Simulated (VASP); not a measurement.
Write the native input for VASP 6.6.1 that does the following.

```yaml
Task: dielectric tensor
Functional: PBE
Potentials_or_basis: VASP PAW PBE potentials, release 64 (Na_pv, I)
Cutoff: 520 eV
k_mesh: 6 × 6 × 6
Occupations: gaussian, width 0.01 eV
Spin: no spin polarisation
Dipole_correction: no
Further_INCAR_settings: ALGO = Normal; EDIFF = 1e-08
```

The structure of NaI lies in POSCAR:

```
NaI
1.0
    4.0405366006      0.0000000000      0.0000000000
    0.0000000000      4.0405366006      0.0000000000
    0.0000000000      0.0000000000      4.0405366006
Na I
1 1
Direct
    0.0000000000      0.0000000000      0.0000000000
    0.5000000000      0.5000000000      0.5000000000
```

These files were run (other wordings do the same):

INCAR

```
PREC     = Accurate       # precision mode
ENCUT    = 520            # plane-wave cutoff, eV
EDIFF    = 1E-8           # SCF threshold, eV
ISMEAR   = 0              # smearing method
SIGMA    = 0.01           # smearing width, eV
LREAL    = False          # projectors in reciprocal space
LASPH    = True           # aspherical terms in the spheres
NELM     = 100            # most SCF steps
ALGO     = Normal         # electronic algorithm
ISIF     = 2              # what is computed and relaxed
LWAVE    = False          # write WAVECAR
LCHARG   = False          # write CHGCAR
GGA      = PE             # functional
LEPSILON = True           # dielectric tensor by DFPT
```

KPOINTS

```
regular mesh
0
Gamma
  6 6 6
```

Potentials or basis: VASP PAW PBE potentials, release 64 (Na_pv, I).

Run with:

```bash
$ cat potpaw_PBE.64/Na_pv/POTCAR potpaw_PBE.64/I/POTCAR > POTCAR
$ mpirun -np 1 vasp_std > vasp.out
```

It gave:

```
Band gap on the k mesh                  : 2.30 eV (least direct gap 2.79 eV)
Electronic dielectric tensor (diagonal) : 3.82
Born charges (mean of the diagonal)     : Na +1.36; I -1.36 e
```

Caveat: the structure was generated, so it needn't be the stable form of NaI; spin-orbit coupling is left out, which moves the levels of the heavy elements.

Wall time 2.7 min on 1 thread of Oxide Virtual Turin-like Processor, on a shared host, peak memory 0.2 GiB.
